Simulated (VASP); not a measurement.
# TaCoS3 (Pm-3m) in VASP: single point with PBE

Aim: the single point of TaCoS3 with PBE.

All numbers are computed with VASP 6.6.1; they aren't measurements. Logs are shortened: lines on timing, memory, paths and dates and some standing lists are left out, and cuts for length are marked.

## 1. The cell of the first run

It takes space group Pm-3m (No. 221, cubic). The conventional cell has a = 4.780 Å, b = 4.780 Å, c = 4.780 Å, α = 90.00°, β = 90.00°, γ = 90.00°. Within 3.2 Å of Ta (site symmetry m-3m) lie 6 S at 2.39 Å. Within 4.4 Å of Co (site symmetry m-3m) lie 12 S at 3.38 Å and 8 Ta at 4.14 Å. S (site symmetry 4/mmm) has 2 Ta at 2.39 Å within 3.2 Å.

The cell was generated, and may not be a known phase.

## 2. Single point, PBE, collinear spin, ferromagnetic start

INCAR reads:

```
SYSTEM = TaCoS3
ALGO = Normal
EDIFF = 1E-6
ENCUT = 520
GGA = PE
ISIF = 2
ISMEAR = 0
ISPIN = 2
LASPH = .TRUE.
LCHARG = .TRUE.
LELF = .TRUE.
LMAXMIX = 4
LORBIT = 11
LREAL = .FALSE.
LVHAR = .TRUE.
LWAVE = .FALSE.
MAGMOM = 0 2.6 0 0 0
NBANDS = 31
NELM = 150
PREC = Accurate
SIGMA = 0.1
```

KPOINTS reads:

```
k-points
0
G
  8 8 8
  0 0 0
```

POSCAR reads:

```
TaCoS3
1.0
    4.7798734593      0.0000000000      0.0000000000
    0.0000000000      4.7798734593      0.0000000000
    0.0000000000      0.0000000000      4.7798734593
Ta Co S
1 1 3
Direct
    0.0000000000      0.0000000000      0.0000000000
    0.5000000000      0.5000000000      0.5000000000
    0.5000000000      0.0000000000      0.0000000000
    0.0000000000      0.5000000000      0.0000000000
    0.0000000000      0.0000000000      0.5000000000
```

Potentials or basis: VASP PAW PBE potentials, release 64 (Ta_pv, Co, S).

Launch:

```
$ cat potpaw_PBE.64/Ta_pv/POTCAR potpaw_PBE.64/Co/POTCAR potpaw_PBE.64/S/POTCAR > POTCAR
$ mpirun -np 1 vasp_std > vasp.out
```

OUTCAR:

```text
SYSTEM = TaCoS3
   EDIFF = 1E-6
   ENCUT = 520
   GGA = PE
   ISIF = 2
   ISMEAR = 0
   ISPIN = 2
   LASPH = .TRUE.
   LORBIT = 11
   LREAL = .FALSE.
   NELM = 150
   PREC = Accurate

 ion  position               nearest neighbor table
   1  0.000  0.000  0.000-   3 2.39   4 2.39   5 2.39   5 2.39   4 2.39   3 2.39
   2  0.500  0.500  0.500-
   3  0.500  0.000  0.000-   1 2.39   1 2.39
   4  0.000  0.500  0.000-   1 2.39   1 2.39
   5  0.000  0.000  0.500-   1 2.39   1 2.39

  LATTYP: Found a simple cubic cell.
 ALAT       =     4.7798734593

  Lattice vectors:

 A1 = (   4.7798734593,   0.0000000000,   0.0000000000)
 A2 = (   0.0000000000,   4.7798734593,   0.0000000000)
 A3 = (   0.0000000000,   0.0000000000,   4.7798734593)

Analysis of symmetry for initial positions (statically):
=====================================================================
 Subroutine PRICEL returns:
 Original cell was already a primitive cell.

 Routine SETGRP: Setting up the symmetry group for a
 simple cubic supercell.

 Subroutine GETGRP returns: Found 48 space group operations
 (whereof 48 operations were pure point group operations)
 out of a pool of 48 trial point group operations.

The static configuration has the point symmetry O_h .

Analysis of symmetry for dynamics (positions and initial velocities):
=====================================================================
 Subroutine PRICEL returns:
 Original cell was already a primitive cell.

 Routine SETGRP: Setting up the symmetry group for a
 simple cubic supercell.

 Subroutine GETGRP returns: Found 48 space group operations
 (whereof 48 operations were pure point group operations)
 out of a pool of 48 trial point group operations.

The dynamic configuration has the point symmetry O_h .

Analysis of structural, dynamic, and magnetic symmetry:
=====================================================================
 Subroutine PRICEL returns:
 Original cell was already a primitive cell.

 Routine SETGRP: Setting up the symmetry group for a
 simple cubic supercell.

 Subroutine GETGRP returns: Found 48 space group operations
 (whereof 48 operations were pure point group operations)
 out of a pool of 48 trial point group operations.

The overall configuration has the point symmetry O_h .

 Subroutine INISYM returns: Found 48 space group operations
 (whereof 48 operations are pure point group operations),
 and found     1 'primitive' translations

----------------------------------------------------------------------------------------

                                     Primitive cell

  volume of cell :     109.2067

  direct lattice vectors                    reciprocal lattice vectors
     4.779873459  0.000000000  0.000000000     0.209210559  0.000000000  0.000000000
     0.000000000  4.779873459  0.000000000     0.000000000  0.209210559  0.000000000
     0.000000000  0.000000000  4.779873459     0.000000000  0.000000000  0.209210559

  length of vectors
     4.779873459  4.779873459  4.779873459     0.209210559  0.209210559  0.209210559

  position of ions in fractional coordinates (direct lattice)
     0.000000000  0.000000000  0.000000000
     0.500000000  0.500000000  0.500000000
     0.500000000  0.000000000  0.000000000
     0.000000000  0.500000000  0.000000000
     0.000000000  0.000000000  0.500000000

  ion indices of the primitive-cell ions
   primitive index   ion index
                 1           1
                 2           2
                 3           3
                 4           4
                 5           5

----------------------------------------------------------------------------------------

 KPOINTS: k-points

Automatic generation of k-mesh.
 Grid dimensions read from file:
 generate k-points for:    8    8    8

 Generating k-lattice:

  Cartesian coordinates                     Fractional coordinates (reciprocal lattice)
     0.026151320  0.000000000  0.000000000     0.125000000  0.000000000  0.000000000
     0.000000000  0.026151320  0.000000000     0.000000000  0.125000000  0.000000000
     0.000000000  0.000000000  0.026151320     0.000000000  0.000000000  0.125000000

  Length of vectors
     0.026151320  0.026151320  0.026151320

  Shift w.r.t. Gamma in fractional coordinates (k-lattice)
     0.000000000  0.000000000  0.000000000

 Subroutine IBZKPT returns following result:
 ===========================================

 Found     35 irreducible k-points:

 Following reciprocal coordinates:
            Coordinates               Weight
  0.000000  0.000000  0.000000      1.000000
  0.125000  0.000000  0.000000      6.000000
  0.250000  0.000000  0.000000      6.000000
  0.375000  0.000000  0.000000      6.000000
  0.500000  0.000000  0.000000      3.000000
  0.125000  0.125000  0.000000     12.000000
[... 16 lines left out ...]
  0.375000  0.375000  0.125000     24.000000
  0.500000  0.375000  0.125000     24.000000
 [... further k-points ...]
   k-points           NKPTS =     35   k-points in BZ     NKDIM =     35   number of bands    NBANDS=     31
   number of dos      NEDOS =    301   number of ions     NIONS =      5
   total plane-waves  NPLWV =  46656
   dimension x,y,z NGX =    36 NGY =   36 NGZ =   36
   dimension x,y,z NGXF=    72 NGYF=   72 NGZF=   72
   ions per type =               1   1   3
   NGX,Y,Z   is equivalent  to a cutoff of  12.52, 12.52, 12.52 a.u.
   NGXF,Y,Z  is equivalent  to a cutoff of  25.04, 25.04, 25.04 a.u.
 SYSTEM =  TaCoS3
   PREC   = accura    normal or accurate (medium, high low for compatibility)
   ISTART =      0    job   : 0-new  1-cont  2-samecut
   ICHARG =      2    charge: 1-file 2-atom 10-const
   ISPIN  =      2    spin polarized calculation?
   LNONCOLLINEAR =      F non collinear calculations
   LSORBIT =      F    spin-orbit coupling
   LASPH  =      T    aspherical Exc in radial PAW
   ENCUT  =  520.0 eV  38.22 Ry    6.18 a.u.   8.89  8.89  8.89*2*pi/ulx,y,z
   NELM   =    150;   NELMIN=  2; NELMDL= -5     # of ELM steps
   EDIFF  = 0.1E-05   stopping-criterion for ELM
   LREAL  =      F    real-space projection
   EDIFFG = 0.1E-04   stopping-criterion for IOM
   NSW    =      0    number of steps for IOM
   IBRION =     -1    ionic relax: 0-MD 1-quasi-New 2-CG
   NFREE  =      0    steps in history (QN), initial steepest desc. (CG)
   ISIF   =      2    stress and relaxation
   ISYM   =      2    0-nonsym 1-usesym 2-fastsym
   POTIM  = 0.5000    time-step for ionic-motion
   TEBEG  =    0.0;   TEEND  =   0.0 temperature during run
   PSTRESS=    0.0 pullay stress
   NELECT =      38.0000    total number of electrons
   NUPDOWN=      -1.0000    fix difference up-down
   EMIN   =  10.00;   EMAX   =-10.00  energy-range for DOS
   EFERMI =   0.00;   METHOD = LEGACY
   ISMEAR =     0;   SIGMA  =   0.10  broadening in eV -4-tet -1-fermi 0-gaus
   EFERMI_NEDOS =   21; number of points for ismear=-14 and -15
   IALGO  =     38    algorithm
   IMIX   =      4    mixing-type and parameters
     AMIX     =   0.40;   BMIX     =  1.00
     AMIX_MAG =   1.60;   BMIX_MAG =  1.00
  volume/ion in A,a.u.               =      21.84       147.39
  Fermi-wavevector in a.u.,A,eV,Ry     =   1.151471  2.175964 18.039764  1.325885
  Thomas-Fermi vector in A             =   2.288128
   LORBIT       =     11    0 simple, 1 ext, 2 COOP (PROOUT), +10 PAW based schemes
   GGA     = PE    functional components
   LHFCALC =     F    Hartree Fock is set to
   AEXX    =    0.0000 exact exchange contribution
   IVDW    =     0    specifies the selected vdW correction
   LEPSILON=     F    determine dielectric tensor
   LRPA    =     F    only Hartree local field effects (RPA)
 spin polarized calculation
 Gauss-broadening in eV      SIGMA  =   0.10
  energy-cutoff  :      520.00
  volume of cell :      109.21
 maximum number of plane-waves:      3016
 NGX is ok and might be reduce to    36
   NGX = 17   NGY = 17   NGZ = 17

 number of electron      37.9999991 magnetization       2.4632270

 Free energy of the ion-electron system (eV)
  ---------------------------------------------------
  ext. energy  EPLUGINS =         0.00000000
  ---------------------------------------------------
  free energy    TOTEN  =       -30.05257177 eV

  energy without entropy =      -30.01270436  energy(sigma->0) =      -30.03263806

 E-fermi :   4.1653     XC(G=0):  -9.6999

 val. band max:        4.1642606897   @ k =   0.5000   0.1250   0.1250
 cond. band min:       4.1706625082   @ k =   0.5000   0.5000   0.0000
 fundamental gap:      0.0064018185
 Fermi energy:         4.1653286900

 spin component 1

 k-point     1 :       0.0000    0.0000    0.0000
  band No.  band energies     occupation
      1     -31.4125      1.00000
      2     -31.4125      1.00000
      3     -31.4125      1.00000
      4      -9.8338      1.00000
      5      -8.3212      1.00000
      6      -8.3212      1.00000
[... 23 lines left out ...]
     30      11.3899      0.00000
     31      11.3899      0.00000

 k-point     2 :       0.1250    0.0000    0.0000
  band No.  band energies     occupation
      1     -31.4139      1.00000
      2     -31.4125      1.00000
      3     -31.4125      1.00000
      4      -9.7701      1.00000
      5      -8.3168      1.00000
      6      -8.3056      1.00000
[... 23 lines left out ...]
     30      10.9876      0.00000
     31      10.9876      0.00000

 k-point     3 :       0.2500    0.0000    0.0000
  band No.  band energies     occupation
      1     -31.4174      1.00000
      2     -31.4124      1.00000
      3     -31.4124      1.00000
      4      -9.6099      1.00000
      5      -8.3063      1.00000
      6      -8.2649      1.00000
[... 703 lines left out ...]
     30      11.9275      0.00000
     31      12.6888      0.00000

 k-point    24 :       0.5000    0.3750    0.1250
  band No.  band energies     occupation
      1     -31.4221      1.00000
      2     -31.4206      1.00000
      3     -31.4135      1.00000
      4      -8.8369      1.00000
      5      -8.1557      1.00000
      6      -8.1267      1.00000
[... 23 lines left out ...]
     30      12.1595      0.00000
     31      12.3803      0.00000

 [... further k-points ...]

 spin component 2

 k-point     1 :       0.0000    0.0000    0.0000
  band No.  band energies     occupation
      1     -31.4361      1.00000
      2     -31.4361      1.00000
      3     -31.4361      1.00000
      4      -9.8019      1.00000
      5      -8.2860      1.00000
      6      -8.2860      1.00000
[... 23 lines left out ...]
     30      11.9312      0.00000
     31      11.9313      0.00000

 k-point     2 :       0.1250    0.0000    0.0000
  band No.  band energies     occupation
      1     -31.4375      1.00000
      2     -31.4360      1.00000
      3     -31.4360      1.00000
      4      -9.7381      1.00000
      5      -8.2817      1.00000
      6      -8.2701      1.00000
[... 23 lines left out ...]
     30      11.4814      0.00000
     31      11.4815      0.00000

 k-point     3 :       0.2500    0.0000    0.0000
  band No.  band energies     occupation
      1     -31.4409      1.00000
      2     -31.4359      1.00000
      3     -31.4359      1.00000
      4      -9.5782      1.00000
      5      -8.2713      1.00000
      6      -8.2281      1.00000
[... 703 lines left out ...]
     30      11.9427      0.00000
     31      12.7224      0.00000

 k-point    24 :       0.5000    0.3750    0.1250
  band No.  band energies     occupation
      1     -31.4456      1.00000
      2     -31.4441      1.00000
      3     -31.4371      1.00000
      4      -8.8038      1.00000
      5      -8.1177      1.00000
      6      -8.0876      1.00000
[... 23 lines left out ...]
     30      12.1628      0.00000
     31      12.4197      0.00000

 [... further k-points ...]
[... 5 lines left out ...]
  --------------------------------------------------------------------------------------
  -------------------------------------------------------------------------------------
  Total       -0.0035482     -0.0035482     -0.0035482     -0.0000000     -0.0000000      0.0000000
  in kB       -0.0520558     -0.0520558     -0.0520558     -0.0000000     -0.0000000      0.0000000
  external PRESSURE =      -0.0520558 kB  Pullay stress =       0.0000000 kB

 VOLUME and BASIS-vectors are now :
 -----------------------------------------------------------------------------
  energy-cutoff  :      520.00
  volume of cell :      109.21
      direct lattice vectors                 reciprocal lattice vectors
     4.779873459  0.000000000  0.000000000     0.209210559  0.000000000  0.000000000
     0.000000000  4.779873459  0.000000000     0.000000000  0.209210559  0.000000000
     0.000000000  0.000000000  4.779873459     0.000000000  0.000000000  0.209210559

 POSITION                                       TOTAL-FORCE (eV/Angst)
 -----------------------------------------------------------------------------------
      0.00000      0.00000      0.00000         0.000000      0.000000      0.000000
      2.38994      2.38994      2.38994         0.000000      0.000000      0.000000
      2.38994      0.00000      0.00000         0.000000      0.000000      0.000000
      0.00000      2.38994      0.00000         0.000000      0.000000      0.000000
      0.00000      0.00000      2.38994         0.000000      0.000000      0.000000
 -----------------------------------------------------------------------------------
    total drift:                                0.000000      0.000000      0.000000

  FREE ENERGIE OF THE ION-ELECTRON SYSTEM (eV)
  ---------------------------------------------------
  free  energy   TOTEN  =       -30.0525717658 eV

  energy  without entropy=      -30.0127043554  energy(sigma->0) =      -30.03263806

 total charge

# of ion       s       p       d       tot
------------------------------------------
    1        0.314   6.229   2.242   8.786
    2        0.166   0.054   7.239   7.459
    3        1.341   2.414   0.000   3.755
    4        1.341   2.414   0.000   3.755
    5        1.341   2.414   0.000   3.755
--------------------------------------------------
tot          4.503  13.525   9.482  27.510

 magnetization (x)

# of ion       s       p       d       tot
------------------------------------------
    1       -0.000  -0.001  -0.035  -0.036
    2        0.054   0.005   2.213   2.272
    3        0.002   0.028   0.000   0.030
    4        0.002   0.028   0.000   0.030
    5        0.002   0.028   0.000   0.030
--------------------------------------------------
tot          0.060   0.089   2.178   2.327
```

It took 3.8 min on 1 thread of Intel Xeon Platinum 8259CL at 2.50GHz (Skylake/Cascade Lake), shared host; peak memory 0.37 GiB.

What came out:

```
Free energy                                           : -30.0526 eV
Pressure                                              : 0.0 GPa
Net moment                                            : 2.46 μB per cell
Site moments                                          : Ta -0.04; Co +2.27; S +0.03 μB
Valence electrons inside the program's atomic spheres : Ta 8.79; Co 7.46; S 3.75
```

Levels at points of the mesh, in eV from the Fermi level:
Spin up:
```csv
k point,band 16,band 17,band 18,band 19,band 20,band 21,band 22,band 23,band 24,band 25
"(0.00, 0.00, 0.00)",-1.56,-1.56,-1.00,-1.00,-1.00,-0.70,-0.69,-0.69,-0.69,1.91
"(0.50, 0.00, 0.00)",-2.66,-2.04,-1.30,-1.00,-1.00,-0.68,1.84,1.93,2.24,2.24
"(0.50, 0.50, 0.00)",-2.46,-2.46,-2.08,-2.04,-0.11,0.71,2.30,2.30,2.49,3.34
"(0.50, 0.50, 0.50)",-2.03,-2.03,-0.77,-0.17,-0.17,-0.17,2.57,2.57,2.57,6.39
```
Spin down:
| k point | band 16 | band 17 | band 18 | band 19 | band 20 | band 21 |
| --- | --- | --- | --- | --- | --- | --- |
| (0.00, 0.00, 0.00) | -0.95 | -0.94 | -0.90 | -0.90 | -0.90 | -0.14 |
| (0.50, 0.00, 0.00) | -0.82 | -0.72 | -0.43 | -0.06 | 0.33 | 0.33 |
| (0.50, 0.50, 0.00) | -0.84 | 0.01 | 0.06 | 0.15 | 0.15 | 1.23 |
| (0.50, 0.50, 0.50) | -0.12 | -0.12 | -0.12 | -0.02 | -0.02 | -0.02 |

Caveat: spin-orbit coupling is left out, which moves the levels of the heavy elements; a cell with one magnetic atom can't hold antiferromagnetic order, which such compounds often take.
